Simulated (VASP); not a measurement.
# Ga3PN2: single point with PBE

Crystal: Ga3PN2.

```
Ga P N
1.0
     2.61389    1.50913    4.13990
    -2.61389    1.50913    4.13990
     0.00000   -3.01826    4.13990
Ga P N
3 1 2
Direct
  0.00000 0.50000 0.00000
  0.50000 0.00000 0.00000
  0.00000 0.00000 0.50000
  0.00000 0.00000 0.00000
  0.62504 0.62504 0.62504
  0.37496 0.37496 0.37496
```

The cell was generated, and may not be a known phase.

```yaml
Program: VASP 6.6.1
Task: single point
Functional: PBE
Potentials_or_basis: VASP PAW PBE potentials, release 64 (Ga_d, P, N)
Cutoff: 520 eV
k_mesh: 6 × 6 × 6
Occupations: gaussian, width 0.1 eV
Spin: collinear spin, ferromagnetic start
Starting_moments: "[0.0, 0.0, 0.0, 0.0, 1.0, 1.0] μB"
```

* Pressure: 0.4 GPa
* Largest force: 0.186 eV/Å
* Net moment: 3.33 μB per cell
* Site moments: Ga -0.03; P +0.01; N +1.25 μB
* Valence electrons inside the program's atomic spheres: Ga 11.57; P 2.39; N 3.33

Forces in eV/Å, atoms in the order of the input:
```
Ga   0.000  0.000  0.000
Ga   0.000  0.000  0.000
Ga   0.000  0.000  0.000
P    0.000  0.000  0.000
N    0.000  0.000 -0.186
N    0.000  0.000  0.186
```

Stress tensor (GPa, compression positive):
```
 4.50  0.00  0.00
 0.00  4.50  0.00
 0.00  0.00 -7.85
```

Levels at points of the mesh, in eV from the Fermi level:
Spin up:
```
           k point  band 27  band 28  band 29  band 30  band 31  band 32
(0.00, 0.00, 0.00)    -1.81    -1.81    -0.50    -0.50     1.03     1.37
(0.50, 0.00, 0.00)    -1.32    -1.07    -0.45     0.79     2.28     3.78
(0.50, 0.50, 0.00)    -0.96    -0.93     0.03     1.29     1.90     3.29
(0.50, 0.50, 0.50)    -1.14    -0.58     1.40     1.40     1.83     2.67
```
Spin down:
```tsv
k point	band 22	band 23	band 24	band 25	band 26	band 27	band 28	band 29
(0.00, 0.00, 0.00)	-3.42	-2.55	-2.55	-2.45	-0.63	-0.28	-0.28	0.25
(0.50, 0.00, 0.00)	-3.50	-3.43	-2.38	0.00	0.49	0.73	0.87	0.99
(0.50, 0.50, 0.00)	-2.77	-1.16	-0.06	0.48	0.92	0.97	1.16	1.35
(0.50, 0.50, 0.50)	-2.65	-2.46	-2.46	-0.64	0.90	0.90	1.41	1.99
```

Wall time 9.4 min on 1 thread of Oxide Virtual Turin-like Processor (shared host), peak memory 0.37 GiB.

Caveat: the stress differs along the axes, from -8 to 5 GPa.
